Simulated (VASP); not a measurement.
Here is a VASP 6.6.1 calculation.

File INCAR:

```
SYSTEM = In2S
ALGO     = Normal         ! electronic algorithm
EDIFF    = 1E-6           ! SCF threshold, eV
EDIFFG   = -0.04          ! ionic threshold
ENCUT    = 600            ! plane-wave cutoff, eV
GGA      = PE             ! functional
IBRION   = 2              ! ionic algorithm
ISIF     = 3              ! what is computed and relaxed
ISMEAR   = 0              ! smearing method
LASPH    = .TRUE.         ! aspherical terms in the spheres
LCHARG   = .FALSE.        ! write CHGCAR
LREAL    = .FALSE.        ! projectors in reciprocal space
LWAVE    = .FALSE.        ! write WAVECAR
NELM     = 60             ! most SCF steps
NSW      = 90             ! ionic steps
PREC     = Accurate       ! precision mode
SIGMA    = 0.1            ! smearing width, eV
```

File KPOINTS:

```
k-points
0
G
  6 6 2
  0 0 0
```

File POSCAR:

```
In2S
1.0
    2.8657324900      0.0000000000      0.0000000000
   -1.4328662500      2.4817971400      0.0000000000
    0.0000000000      0.0000000000     13.9901558100
In S
2 1
Direct
    0.3333333300      0.6666666700      0.8968331200
    0.3333333300      0.6666666700      0.1031668800
    0.0000000000      0.0000000000      0.0000000000
```

Potentials or basis: VASP PAW PBE potentials, release 64 (In_d, S).

Command:

```sh
$ cat potpaw_PBE.64/In_d/POTCAR potpaw_PBE.64/S/POTCAR > POTCAR
$ mpirun -np 1 vasp_std > vasp.out
```

(1) Estimate the space group after relaxing (to 0.1 Å).

(2) What does it give for the relaxed cell?

Answers

(1) P-6m2 (No. 187).

(2) a = 3.783 Å, b = 3.783 Å, c = 14.707 Å, α = 90.00°, β = 90.00°, γ = 120.00°.

Caveat: the k points lie up to 0.32 Å⁻¹ apart in the final cell.
